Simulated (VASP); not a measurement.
Write the native input for VASP 6.6.1 that does the following.

```
Task                   : electric field gradients
Functional             : PBE
Potentials or basis    : VASP PAW PBE potentials, release 64 (Ba_sv, Ti_sv, O)
Cutoff                 : 520 eV
k mesh                 : 9 × 9 × 9
Occupations            : fermi-dirac, width 0.05 eV
Spin                   : no spin polarisation
Dipole correction      : no
Further INCAR settings : ALGO = Normal; EDIFF = 1e-08; NBANDS = 28
```

The structure of BaTiO3 lies in POSCAR:

```
BaTiO3
1.0
    2.8671710233      1.6840089696      2.3623338393
   -2.7881652917      1.6274556064      2.3057804761
   -0.0094737834     -3.2419326277      2.2850805086
Ba Ti O
1 1 3
Direct
    0.0000000000      0.0000000000      0.0000000000
    0.5140000000      0.5140000000      0.5140000000
    0.4916000000      0.4916000000      0.9815000000
    0.4916000000      0.9815000000      0.4916000000
    0.9815000000      0.4916000000      0.4916000000
```

This cell differs from its parent crystal: equal xy, yz and zx shear strains of +2 %.

One way to write it, as run:

INCAR

```
PREC = Accurate
ENCUT = 520
EDIFF = 1E-8
ISMEAR = -1
SIGMA = 0.05
LREAL = False
LASPH = True
NELM = 80
ALGO = Normal
ISIF = 2
LWAVE = False
LCHARG = False
GGA = PE
LEFG = True
NBANDS = 28
```

KPOINTS

```
Automatic mesh
0
Gamma
  9 9 9
```

Potentials or basis: VASP PAW PBE potentials, release 64 (Ba_sv, Ti_sv, O).

Run with:

```bash
$ cat potpaw_PBE.64/Ba_sv/POTCAR potpaw_PBE.64/Ti_sv/POTCAR potpaw_PBE.64/O/POTCAR > POTCAR
$ mpirun -np 1 vasp_std > vasp.out
```

Results of the run:

```yaml
Pressure: 7.1 GPa
Largest_force: 0.359 eV/Å
Band_gap_on_the_k_mesh: 2.35 eV (least direct gap 2.69 eV)
Largest_electric_field_gradient_by_atom: Ba +10.6; Ti +24.3; O +16.5, +16.6, +28.0 V/Å²
```

Caveat: the cell differs from its parent crystal (equal xy, yz and zx shear strains of +2 %); the cell stands under pressure; without QUAD_EFG the Cq values of the log hold for a quadrupole moment of 1 mb, not for the nuclei; spin-orbit coupling is left out, which moves the levels of the heavy elements.

Run time: 21 min on 1 thread of Oxide Virtual Turin-like Processor, with other jobs on the host, peak memory 0.64 GiB.
